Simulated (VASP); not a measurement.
Here is a VASP 6.6.1 calculation.

POSCAR

```
Sn
1.0
    0.0000000000      3.2161880327      3.2161880327
    3.2161880327      0.0000000000      3.2161880327
    3.2161880327      3.2161880327      0.0000000000
Sn
2
Direct
    0.0000000000      0.0000000000      0.0000000000
    0.2500000000      0.2500000000      0.2500000000
```

File INCAR.step1:

```
SYSTEM = Sn
  ALGO = Normal
  EDIFF = 1E-4
  ENCUT = 520
  GGA = PE
  ISMEAR = 0
  LASPH = .True.
  LCHARG = .False.
  LREAL = .False.
  LWAVE = .True.
  NBANDS = 21
  NELM = 100
  PREC = Accurate
  SIGMA = 0.1
```

The input INCAR.step2:

```
SYSTEM = Sn
  ALGO = Normal
  EDIFF = 1E-7
  ENCUT = 520
  ISIF = 2
  ISMEAR = 0
  ISTART = 1
  LASPH = .True.
  LCHARG = .False.
  LMIXTAU = .True.
  LREAL = .False.
  LWAVE = .False.
  METAGGA = R2SCAN
  NBANDS = 21
  NELM = 100
  PREC = Accurate
  SIGMA = 0.1
```

KPOINTS

```
k-points
0
Gamma
  12 12 12
  0 0 0
```

Potentials or basis: VASP PAW PBE potentials, release 64 (Sn_d).

Launch:

```bash
$ cat potpaw_PBE.64/Sn_d/POTCAR > POTCAR
$ cp INCAR.step1 INCAR
$ mpirun -np 1 vasp_std > vasp.out
$ cp INCAR.step2 INCAR
$ mpirun -np 1 vasp_std > vasp.out
```

Q: Predict the pressure.

A: 3.1 GPa.

Q: What does it give for the band gap on the k mesh?

A: Zero (filled and empty bands touch).

Caveat: the PAW data sets were made with another functional, which shifts forces and pressure a little; spin-orbit coupling is left out, which moves the levels of the heavy elements.
